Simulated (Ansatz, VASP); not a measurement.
# Two plane-wave programs on HPbNO4

INCAR

```
ALGO = Normal ; EDIFF = 1E-6
ENCUT = 520 ; GGA = RE
ISIF = 2 ; ISMEAR = -1
LASPH = True ; LCHARG = False
LREAL = False ; LWAVE = False
NBANDS = 31 ; NELM = 100
PREC = Accurate ; SIGMA = 0.05
```

KPOINTS

```
k-points
0
Gamma
  8 6 6
```

File POSCAR:

```
HPbNO4
1.0
    4.2753100000     -0.0004000000      0.0063600000
   -2.0839900000      5.2077500000     -0.0490700000
   -2.1237700000     -1.8657400000      4.9149100000
H Pb N O
1 1 1 4
Direct
    0.9907300000      0.0333000000      0.9099400000
    0.5027400000      0.8198900000      0.1428700000
    0.0083800000      0.4740800000      0.5026500000
    0.9981600000      0.9274100000      0.0287700000
    0.1946700000      0.7343500000      0.6085200000
    0.8167300000      0.3588200000      0.2455600000
    0.0138100000      0.3312100000      0.6521700000
```

File input.yaml:

```yaml
crystal:
  lattice:
    - [4.27531, -0.0004, 0.00636]
    - [-2.08399, 5.20775, -0.04907]
    - [-2.12377, -1.86574, 4.91491]
  atoms:
    - { symbol: H, position: [0.99073, 0.0333, 0.90994] }
    - { symbol: Pb, position: [0.50274, 0.81989, 0.14287] }
    - { symbol: "N", position: [0.00838, 0.47408, 0.50265] }
    - { symbol: O, position: [0.99816, 0.92741, 0.02877] }
    - { symbol: O, position: [0.19467, 0.73435, 0.60852] }
    - { symbol: O, position: [0.81673, 0.35882, 0.24556] }
    - { symbol: O, position: [0.01381, 0.33121, 0.65217] }
hamiltonian:
  xc: revpbe
  pseudopotentials: { kind: paw }
kpoints:
  mp_grid: { grid: [8, 6, 6] }
  band_path:
    path:
      - [[0.0, 0.5, 0.0], [0.0, 0.0, 0.0], [0.0, 0.0, -0.5]]
      - [[0.0, 0.5, -0.5], [0.0, 0.0, 0.0], [-0.5, 0.0, 0.5]]
      - [[-0.5, 0.5, 0.5], [0.0, 0.0, 0.0], [-0.5, 0.0, 0.0]]
      - [[-0.5, 0.5, 0.0], [0.0, 0.0, 0.0]]
    npoints: 10
scf:
  occupations: { method: fermi_dirac, width: 0.05 }
  n_extra_bands: 17
output:
  forces: true
  stress: true
  eigenvalues: true
  fatbands: false
  write_density: true
  write_potential: true
  elf: true
  volumetric_format: npy
```

Alike in both runs: functional revPBE; k mesh 8 × 6 × 6; occupations fermi-dirac, width 0.05 eV; no spin polarisation.

|  | VASP | Ansatz |
| --- | --- | --- |
| version | VASP 6.6.1 | Ansatz 0.2.0 |
| potentials or method | VASP PAW PBE potentials, release 64 (H, Pb_d, N, O) | Ansatz PAW |
| plane-wave cutoff (eV) | 520 | 420 |
| valence electrons in the cell | 44 | 44 |
| task | single point | band structure |

|  | VASP | Ansatz | Ansatz less VASP |
| --- | --- | --- | --- |
| gap on the k mesh at the Fermi level (eV) | 2.83 | 2.86 | +0.030 |
| least direct gap on the mesh (eV) | 3.16 | 3.19 | +0.031 |
| pressure (GPa) | 2.5 | 1.9 | -0.56 |
| traceless stress, the component that is largest in VASP (GPa) | -1.09 | -0.35 | +0.735 |
| rms of the force components (eV/Å) | 0.225 | 0.092 | -0.1333 |

VASP's potentials were made for PBE, not for revPBE. Atom by atom the forces differ by 0.145 eV/Å (rms over components). One of these differences is far larger than is usual between the two programs; its cause wasn't traced.

Neither program's run includes spin-orbit coupling.
